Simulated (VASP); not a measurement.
Input of a VASP 6.6.1 run:

Contents of INCAR:

```
ALGO = Normal
EDIFF = 1E-6
ENCUT = 520
GGA = PS
ISIF = 2
ISMEAR = 0
IVDW = 12
LASPH = True
LCHARG = False
LREAL = False
LWAVE = False
NBANDS = 16
NELM = 100
PREC = Accurate
SIGMA = 0.15
```

The input KPOINTS:

```
k-points
0
Gamma
  21 21 8
```

POSCAR

```
C
1.0
    2.4778473040      0.0000000000      0.0000000000
   -1.2389236520      2.1458787120      0.0000000000
    0.0000000000      0.0000000000      6.4751105749
C
4
Direct
    0.0000000000      0.0000000000      0.0025000000
    0.0000000000      0.0000000000      0.5025000000
    0.3333333333      0.6666666667      0.0025000000
    0.6666666667      0.3333333333      0.5025000000
```

Potentials or basis: VASP PAW PBE potentials, release 64 (C).

Run with:

```sh
$ cat potpaw_PBE.64/C/POTCAR > POTCAR
$ mpirun -np 1 vasp_std > vasp.out
```

Problem. Estimate the band gap on the k mesh.

Solution. Zero (band 8 reaches 4.82 eV, above the bottom of band 9 at 4.78 eV).

Problem. Estimate the pressure.

Solution. -6.1 GPa.

Problem. What does it give for the dispersion energy per atom?

Solution. -0.114 eV.

Stress tensor (GPa, compression positive):
```
-9.46  0.00  0.00
 0.00 -9.46  0.00
 0.00  0.00  0.56
```

Caveat: the PAW data sets were made with another functional, which shifts forces and pressure a little.
